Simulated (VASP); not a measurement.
# ZrC in VASP: further runs

ZrC is run at these levels: PBEsol; tasks: single point.

Everything below comes from runs of VASP 6.6.1. Logs are shortened: lines on timing, memory, paths and dates and some standing lists are left out, and cuts for length are marked.

### Step 1. The cell of the first run

Symmetry: Fm-3m, No. 225, cubic system. The conventional cell has a = 4.841 Å, b = 4.841 Å, c = 4.841 Å, α = 90.00°, β = 90.00°, γ = 90.00°. Zr (site symmetry m-3m) has 6 C at 2.42 Å within 3.2 Å. Within 3.2 Å of C (site symmetry m-3m) lie 6 Zr at 2.42 Å.

### Step 2. Single point, PBEsol (strain +0.030 along x and y, +0.030 along z)

INCAR reads:

```
ALGO = Normal
EDIFF = 1E-6
ENCUT = 520
GGA = PS
ISIF = 2
ISMEAR = 0
LASPH = True
LCHARG = False
LREAL = False
LWAVE = False
NBANDS = 15
NELM = 60
PREC = Accurate
SIGMA = 0.15
```

KPOINTS reads:

```
k-points
0
Gamma
  18 18 18
```

POSCAR reads:

```
ZrC
1.0
    0.0000000000      2.4207163000      2.4207163000
    2.4207163000      0.0000000000      2.4207163000
    2.4207163000      2.4207163000      0.0000000000
Zr C
1 1
Direct
    0.5000000000      0.5000000000      0.5000000000
    0.0000000000      0.0000000000      0.0000000000
```

Potentials or basis: VASP PAW PBE potentials, release 64 (Zr_sv, C).

Started as:

```sh
$ cat potpaw_PBE.64/Zr_sv/POTCAR potpaw_PBE.64/C/POTCAR > POTCAR
$ mpirun -np 1 vasp_std > vasp.out
```

OUTCAR:

```text
EDIFF = 1E-6
   ENCUT = 520
   GGA = PS
   ISIF = 2
   ISMEAR = 0
   LASPH = True
   LREAL = False
   NELM = 60
   PREC = Accurate

 ion  position               nearest neighbor table
   1  0.500  0.500  0.500-   2 2.42   2 2.42   2 2.42   2 2.42   2 2.42   2 2.42
   2  0.000  0.000  0.000-   1 2.42   1 2.42   1 2.42   1 2.42   1 2.42   1 2.42

  LATTYP: Found a face centered cubic cell.
 ALAT       =     4.8414326000

  Lattice vectors:

 A1 = (   0.0000000000,   2.4207163000,   2.4207163000)
 A2 = (   2.4207163000,   0.0000000000,   2.4207163000)
 A3 = (   2.4207163000,   2.4207163000,   0.0000000000)

Analysis of symmetry for initial positions (statically):
=====================================================================
 Subroutine PRICEL returns:
 Original cell was already a primitive cell.

 Routine SETGRP: Setting up the symmetry group for a
 face centered cubic supercell.

 Subroutine GETGRP returns: Found 48 space group operations
 (whereof 48 operations were pure point group operations)
 out of a pool of 48 trial point group operations.

The static configuration has the point symmetry O_h .

Analysis of symmetry for dynamics (positions and initial velocities):
=====================================================================
 Subroutine PRICEL returns:
 Original cell was already a primitive cell.

 Routine SETGRP: Setting up the symmetry group for a
 face centered cubic supercell.

 Subroutine GETGRP returns: Found 48 space group operations
 (whereof 48 operations were pure point group operations)
 out of a pool of 48 trial point group operations.

The dynamic configuration has the point symmetry O_h .

 Subroutine INISYM returns: Found 48 space group operations
 (whereof 48 operations are pure point group operations),
 and found     1 'primitive' translations

----------------------------------------------------------------------------------------

                                     Primitive cell

  volume of cell :      28.3702

  direct lattice vectors                    reciprocal lattice vectors
     0.000000000  2.420716300  2.420716300    -0.206550433  0.206550433  0.206550433
     2.420716300  0.000000000  2.420716300     0.206550433 -0.206550433  0.206550433
     2.420716300  2.420716300  0.000000000     0.206550433  0.206550433 -0.206550433

  length of vectors
     3.423409822  3.423409822  3.423409822     0.357755844  0.357755844  0.357755844

  position of ions in fractional coordinates (direct lattice)
     0.500000000  0.500000000  0.500000000
     0.000000000  0.000000000  0.000000000

  ion indices of the primitive-cell ions
   primitive index   ion index
                 1           1
                 2           2

[... 86 lines left out ...]
   ISMEAR =     0;   SIGMA  =   0.15  broadening in eV -4-tet -1-fermi 0-gaus
   EFERMI_NEDOS =   21; number of points for ismear=-14 and -15
   IALGO  =     38    algorithm
   IMIX   =      4    mixing-type and parameters
     AMIX     =   0.40;   BMIX     =  1.00
     AMIX_MAG =   1.60;   BMIX_MAG =  1.00
  volume/ion in A,a.u.               =      14.19        95.73
  Fermi-wavevector in a.u.,A,eV,Ry     =   1.352574  2.555994 24.891254  1.829456
  Thomas-Fermi vector in A             =   2.479901
   LORBIT       =      0    0 simple, 1 ext, 2 COOP (PROOUT), +10 PAW based schemes
   GGA     = PS    functional components
   LHFCALC =     F    Hartree Fock is set to
   AEXX    =    0.0000 exact exchange contribution
   IVDW    =     0    specifies the selected vdW correction
   LEPSILON=     F    determine dielectric tensor
   LRPA    =     F    only Hartree local field effects (RPA)
 non-spin polarized calculation
 Gauss-broadening in eV      SIGMA  =   0.15
  energy-cutoff  :      520.00
  volume of cell :       28.37
 maximum number of plane-waves:       778
 NGX is ok and might be reduce to    28
   NGX = 13   NGY = 13   NGZ = 13

 number of electron      16.0000000 magnetization

 Free energy of the ion-electron system (eV)
  ---------------------------------------------------
  ext. energy  EPLUGINS =         0.00000000
  ---------------------------------------------------
  free energy    TOTEN  =       -20.37615631 eV

  energy without entropy =      -20.37246551  energy(sigma->0) =      -20.37431091

 E-fermi :   8.5111     XC(G=0): -11.8492

 val. band max:        8.5042786161   @ k =   0.4444   0.3889   0.0000
 cond. band min:       8.5354182510   @ k =   0.2778   0.2222   0.0000
 fundamental gap:      0.0311396350
 Fermi energy:         8.5110773252

 k-point     1 :       0.0000    0.0000    0.0000
  band No.  band energies     occupation
      1     -39.8179      2.00000
      2     -17.6046      2.00000
      3     -17.6046      2.00000
      4     -17.6046      2.00000
      5      -2.4538      2.00000
      6       9.4335      0.00000
      7       9.4335      0.00000
      8       9.4335      0.00000
      9       9.5243      0.00000
     10       9.5243      0.00000
     11       9.5243      0.00000
     12      11.0573      0.00000
     13      11.0573      0.00000
     14      14.8182      0.00000
[... 401 lines left out ...]
      2     -17.9093      2.00000
      3     -17.6553      2.00000
      4     -17.6257      2.00000
      5      -1.3820      2.00000
      6       5.9720      2.00000
      7       6.8572      2.00000
      8       7.1237      2.00000
      9      10.5296      0.00000
     10      10.8477      0.00000
     11      11.3786      0.00000
     12      13.9051      0.00000
     13      15.0715      0.00000
     14      16.7429      0.00000
     15      20.8846      0.00000

 [... further k-points ...]

------------------------ aborting loop because EDIFF is reached ----------------------------------------

  FORCE on cell =-STRESS in cart. coord.  units (eV):
  Direction    XX          YY          ZZ          XY          YZ          ZX
  --------------------------------------------------------------------------------------
  -------------------------------------------------------------------------------------
  Total       -3.6001085     -3.6001085     -3.6001085      0.0000000      0.0000000      0.0000000
  in kB     -203.3126942   -203.3126942   -203.3126942      0.0000000      0.0000000      0.0000000
  external PRESSURE =    -203.3126942 kB  Pullay stress =       0.0000000 kB

 VOLUME and BASIS-vectors are now :
 -----------------------------------------------------------------------------
  energy-cutoff  :      520.00
  volume of cell :       28.37
      direct lattice vectors                 reciprocal lattice vectors
     0.000000000  2.420716300  2.420716300    -0.206550433  0.206550433  0.206550433
     2.420716300  0.000000000  2.420716300     0.206550433 -0.206550433  0.206550433
     2.420716300  2.420716300  0.000000000     0.206550433  0.206550433 -0.206550433

 POSITION                                       TOTAL-FORCE (eV/Angst)
 -----------------------------------------------------------------------------------
      2.42072      2.42072      2.42072         0.000000      0.000000      0.000000
      0.00000      0.00000      0.00000        -0.000000      0.000000     -0.000000
 -----------------------------------------------------------------------------------
    total drift:                                0.000000      0.000000      0.000000

  FREE ENERGIE OF THE ION-ELECTRON SYSTEM (eV)
  ---------------------------------------------------
  free  energy   TOTEN  =       -20.3761563052 eV

  energy  without entropy=      -20.3724655136  energy(sigma->0) =      -20.37431091
```

OSZICAR:

```text
N       E                     dE             d eps       ncg     rms          rms(c)
DAV:   1     0.972532268327E+02    0.97253E+02   -0.84728E+03  5850   0.106E+03
DAV:   2    -0.173884804992E+02   -0.11464E+03   -0.10755E+03  7530   0.282E+02
DAV:   3    -0.236207867673E+02   -0.62323E+01   -0.61922E+01  9903   0.542E+01
DAV:   4    -0.237274107180E+02   -0.10662E+00   -0.10657E+00  7099   0.535E+00
DAV:   5    -0.237285219510E+02   -0.11112E-02   -0.11112E-02  7566   0.479E-01    0.176E+01
DAV:   6    -0.205806356030E+02    0.31479E+01   -0.60773E+00  6921   0.216E+01    0.624E+00
DAV:   7    -0.204125475576E+02    0.16809E+00   -0.62999E-01  6729   0.588E+00    0.521E+00
DAV:   8    -0.204142381138E+02   -0.16906E-02   -0.41526E-01  6964   0.474E+00    0.406E+00
DAV:   9    -0.203762916630E+02    0.37946E-01   -0.78275E-02  6473   0.197E+00    0.464E-01
DAV:  10    -0.203761701579E+02    0.12151E-03   -0.31754E-03  7684   0.512E-01    0.503E-02
DAV:  11    -0.203761617086E+02    0.84492E-05   -0.87509E-05  6979   0.820E-02    0.457E-02
DAV:  12    -0.203761564822E+02    0.52264E-05   -0.73081E-06  7402   0.204E-02    0.902E-03
DAV:  13    -0.203761563052E+02    0.17702E-06   -0.15161E-06  6838   0.849E-03
   1 F= -.20376156E+02 E0= -.20374311E+02  d E =-.369079E-02
```

stdout:

```text
POSCAR found type information on POSCAR ZrC
 POSCAR found :  2 types and       2 ions
 scaLAPACK will be used
 -----------------------------------------------------------------------------
|                                                                             |
|                                                                             |
|     You enforced a specific xc type in the INCAR file but a different       |
|     I HOPE YOU KNOW WHAT YOU ARE DOING!                                     |
|                                                                             |
 -----------------------------------------------------------------------------

 LDA part: xc-table for (Slater+PW92), standard interpolation
 POSCAR, INCAR and KPOINTS ok, starting setup
 FFT: planning ... GRIDC
 FFT: planning ... GRID_SOFT
 FFT: planning ... GRID
 WAVECAR not read
 entering main loop
```

Run time: 40 s. Hardware: 1 thread of Intel Xeon 6975P-C (Granite Rapids), shared host; peak memory 0.21 GiB.

What came out:

```yaml
Free_energy: -20.3762 eV
Pressure: -20.3 GPa
Band_gap_on_the_k_mesh: zero (band 8 reaches 9.43 eV, above the bottom of band 9 at 8.16 eV)
```

Caveat: the cell differs from its parent crystal (strain +0.030 along x and y, +0.030 along z); the PAW data sets were made with another functional, which shifts forces and pressure a little.

### Step 3. Single point, PBEsol (strain -0.030 along x and y, -0.015 along z)

INCAR reads:

```
ALGO = Normal
EDIFF = 1E-7
ENCUT = 520
GGA = PS
ISIF = 2
ISMEAR = 0
LASPH = True
LCHARG = False
LREAL = False
LWAVE = False
NBANDS = 15
NELM = 100
PREC = Accurate
SIGMA = 0.15
```

KPOINTS is that of step 2.

POSCAR reads:

```
ZrC
1.0
    0.0000000000      2.2797037000      2.3149568500
    2.2797037000      0.0000000000      2.3149568500
    2.2797037000      2.2797037000      0.0000000000
Zr C
1 1
Direct
    0.5000000000      0.5000000000      0.5000000000
    0.0000000000      0.0000000000      0.0000000000
```

Potentials or basis: VASP PAW PBE potentials, release 64 (Zr_sv, C).

Started as:

```sh
$ cat potpaw_PBE.64/Zr_sv/POTCAR potpaw_PBE.64/C/POTCAR > POTCAR
$ mpirun -np 1 vasp_std > vasp.out
```

It took 58 s on 1 thread of Intel Xeon 6975P-C (Granite Rapids), shared host; peak memory 0.28 GiB.

Results (log left out):

```
Free energy            : -20.5035 eV
Pressure               : 15.3 GPa
Band gap on the k mesh : zero (band 8 reaches 11.40 eV, above the bottom of band 9 at 9.99 eV)
```

Stress tensor (GPa, compression positive):
```
17.81  0.00  0.00
 0.00 17.81  0.00
 0.00  0.00 10.36
```

Levels at points of the mesh, in eV from the Fermi level:
```csv
k point,band 4,band 5,band 6,band 7,band 8,band 9,band 10,band 11,band 12,band 13
"(0.00, 0.00, 0.00)",-25.38,-11.55,0.89,0.95,0.99,0.99,1.12,1.12,2.90,3.11
"(0.50, 0.00, 0.00)",-25.47,-8.03,-5.65,-3.24,-3.21,4.85,4.96,5.82,6.80,10.92
"(0.50, 0.50, 0.00)",-25.74,-10.45,-2.07,-2.05,0.21,0.21,4.86,6.23,6.23,8.91
"(0.50, 0.00, 0.50)",-25.75,-10.45,-2.10,-1.86,0.07,0.17,4.86,6.14,6.32,9.09
```

Caveat: the cell differs from its parent crystal (strain -0.030 along x and y, -0.015 along z); the PAW data sets were made with another functional, which shifts forces and pressure a little.

### Step 4. Single point, PBEsol (strain -0.030 along x and y, +0.000 along z)

INCAR reads:

```
PREC = Accurate
ENCUT = 520
EDIFF = 1E-6
ISMEAR = 0
SIGMA = 0.15
LREAL = F
LASPH = T
NELM = 80
ALGO = Normal
ISIF = 2
LWAVE = F
LCHARG = F
GGA = PS
NBANDS = 15
```

KPOINTS reads:

```
regular mesh
0
Gamma
  18 18 18
```

POSCAR reads:

```
ZrC
1.0
    0.0000000000      2.2797037000      2.3502100000
    2.2797037000      0.0000000000      2.3502100000
    2.2797037000      2.2797037000      0.0000000000
Zr C
1 1
Direct
    0.5000000000      0.5000000000      0.5000000000
    0.0000000000      0.0000000000      0.0000000000
```

Started as:

```sh
$ cat potpaw_PBE.64/Zr_sv/POTCAR potpaw_PBE.64/C/POTCAR > POTCAR
$ mpirun -np 1 vasp_std > vasp.out
```

Run time: 44 s. Hardware: 1 thread of Intel Xeon 6975P-C (Granite Rapids), shared host; peak memory 0.28 GiB.

The run converged. Its results:

* Free energy: -20.5178 eV
* Pressure: 11.3 GPa
* Band gap on the k mesh: zero (band 8 reaches 11.24 eV, above the bottom of band 9 at 9.79 eV)

Stress tensor (GPa, compression positive):
```
15.89  0.00  0.00
 0.00 15.89  0.00
 0.00  0.00  2.17
```

Levels at points of the mesh, in eV from the Fermi level:
| k point | band 6 | band 7 | band 8 | band 9 | band 10 | band 11 |
| --- | --- | --- | --- | --- | --- | --- |
| (0.00, 0.00, 0.00) | 0.83 | 0.84 | 1.01 | 1.01 | 1.17 | 1.17 |
| (0.50, 0.00, 0.00) | -5.59 | -3.21 | -3.15 | 4.71 | 4.93 | 5.73 |
| (0.50, 0.50, 0.00) | -2.20 | -2.00 | 0.24 | 0.24 | 4.77 | 6.10 |
| (0.50, 0.00, 0.50) | -2.05 | -1.83 | -0.02 | 0.17 | 4.76 | 5.92 |

Caveat: the cell differs from its parent crystal (strain -0.030 along x and y, +0.000 along z); the PAW data sets were made with another functional, which shifts forces and pressure a little.

### Step 5. Single point, PBEsol (strain -0.015 along x and y, -0.030 along z)

INCAR reads:

```
PREC     = Accurate       # precision mode
ENCUT    = 520            # plane-wave cutoff, eV
EDIFF    = 1E-7           # SCF threshold, eV
ISMEAR   = 0              # smearing method
SIGMA    = 0.15           # smearing width, eV
LREAL    = False          # projectors in reciprocal space
LASPH    = True           # aspherical terms in the spheres
NELM     = 60             # most SCF steps
ALGO     = Normal         # electronic algorithm
ISIF     = 2              # what is computed and relaxed
LWAVE    = False          # write WAVECAR
LCHARG   = False          # write CHGCAR
GGA      = PS             # functional
NBANDS   = 15             # bands
```

KPOINTS is that of step 4.

POSCAR reads:

```
ZrC
1.0
    0.0000000000      2.3149568500      2.2797037000
    2.3149568500      0.0000000000      2.2797037000
    2.3149568500      2.3149568500      0.0000000000
Zr C
1 1
Direct
    0.5000000000      0.5000000000      0.5000000000
    0.0000000000      0.0000000000      0.0000000000
```

Started as:

```sh
$ cat potpaw_PBE.64/Zr_sv/POTCAR potpaw_PBE.64/C/POTCAR > POTCAR
$ mpirun -np 1 vasp_std > vasp.out
```

Run time: 54 s. Hardware: 1 thread of Intel Xeon 6975P-C (Granite Rapids), shared host; peak memory 0.28 GiB.

It converged, with:

| Quantity | Value |
| --- | --- |
| Free energy | -20.5340 eV |
| Pressure | 10.9 GPa |
| Band gap on the k mesh | zero (band 8 reaches 11.23 eV, above the bottom of band 9 at 9.72 eV) |

Stress tensor (GPa, compression positive):
```
 8.52  0.00  0.00
 0.00  8.52  0.00
 0.00  0.00 15.76
```

Levels at points of the mesh, in eV from the Fermi level:
| k point | band 6 | band 7 | band 8 | band 9 | band 10 | band 11 |
| --- | --- | --- | --- | --- | --- | --- |
| (0.00, 0.00, 0.00) | 0.92 | 0.92 | 1.01 | 1.01 | 1.02 | 1.17 |
| (0.50, 0.00, 0.00) | -5.59 | -3.18 | -3.15 | 4.76 | 4.88 | 5.72 |
| (0.50, 0.50, 0.00) | -2.05 | -1.83 | 0.07 | 0.07 | 4.79 | 6.12 |
| (0.50, 0.00, 0.50) | -2.02 | -2.02 | 0.11 | 0.21 | 4.77 | 6.03 |

Caveat: the cell differs from its parent crystal (strain -0.015 along x and y, -0.030 along z); the PAW data sets were made with another functional, which shifts forces and pressure a little.

### Step 6. Single point, PBEsol (strain -0.030 along x and y, +0.015 along z)

INCAR reads:

```
SYSTEM = ZrC
PREC = Accurate
ENCUT = 520
EDIFF = 1E-6
ISMEAR = 0
SIGMA = 0.15
LREAL = .FALSE.
LASPH = .TRUE.
NELM = 60
ALGO = Normal
ISIF = 2
LWAVE = .FALSE.
LCHARG = .FALSE.
GGA = PS
NBANDS = 15
```

KPOINTS reads:

```
Automatic mesh
0
G
  18 18 18
  0 0 0
```

POSCAR reads:

```
ZrC
1.0
    0.0000000000      2.2797037000      2.3854631500
    2.2797037000      0.0000000000      2.3854631500
    2.2797037000      2.2797037000      0.0000000000
Zr C
1 1
Direct
    0.5000000000      0.5000000000      0.5000000000
    0.0000000000      0.0000000000      0.0000000000
```

Potentials or basis: VASP PAW PBE potentials, release 64 (Zr_sv, C).

Started as:

```sh
$ cat potpaw_PBE.64/Zr_sv/POTCAR potpaw_PBE.64/C/POTCAR > POTCAR
$ mpirun -np 1 vasp_std > vasp.out
```

Run time: 71 s. Hardware: 1 thread of Intel Xeon 6975P-C (Granite Rapids), shared host; peak memory 0.29 GiB.

Results (log left out):

- Free energy: -20.5148 eV
- Pressure: 7.8 GPa
- Band gap on the k mesh: zero (band 8 reaches 11.08 eV, above the bottom of band 9 at 9.59 eV)

Stress tensor (GPa, compression positive):
```
14.11  0.00  0.00
 0.00 14.11  0.00
 0.00  0.00 -4.84
```

Levels at points of the mesh, in eV from the Fermi level:
| k point | band 6 | band 7 | band 8 | band 9 | band 10 | band 11 |
| --- | --- | --- | --- | --- | --- | --- |
| (0.00, 0.00, 0.00) | 0.74 | 0.77 | 1.03 | 1.03 | 1.22 | 1.22 |
| (0.50, 0.00, 0.00) | -5.54 | -3.18 | -3.10 | 4.59 | 4.89 | 5.65 |
| (0.50, 0.50, 0.00) | -2.34 | -1.94 | 0.27 | 0.27 | 4.68 | 5.97 |
| (0.50, 0.00, 0.50) | -2.01 | -1.81 | -0.10 | 0.16 | 4.64 | 5.71 |

Caveat: the cell differs from its parent crystal (strain -0.030 along x and y, +0.015 along z); the PAW data sets were made with another functional, which shifts forces and pressure a little.

### Step 7. Overview

```csv
cell,gap on the mesh (eV),pressure (GPa)
"a = 3.423 Å, angles 60.0°, 2 atoms",none,-20.3
"a = 3.249, b = 3.249, c = 3.224 Å, angles 60.3, 60.3, 59.5°, 2 atoms",none,15.3
"a = 3.274, b = 3.274, c = 3.224 Å, angles 60.5, 60.5, 59.0°, 2 atoms",none,11.3
"a = 3.249, b = 3.249, c = 3.274 Å, angles 59.7, 59.7, 60.5°, 2 atoms",none,10.9
"a = 3.300, b = 3.300, c = 3.224 Å, angles 60.8, 60.8, 58.5°, 2 atoms",none,7.8
```

Alike in all rows: task single point; level PBEsol; potentials or basis VASP PAW PBE potentials, release 64 (Zr_sv, C); no spin polarisation; k mesh 18 × 18 × 18; cutoff (eV) 520; smearing gaussian 0.15 eV.

Caveats: the PAW data sets were made with another functional, which shifts forces and pressure a little.

Absolute energies hang on the potentials; compare differences alone.
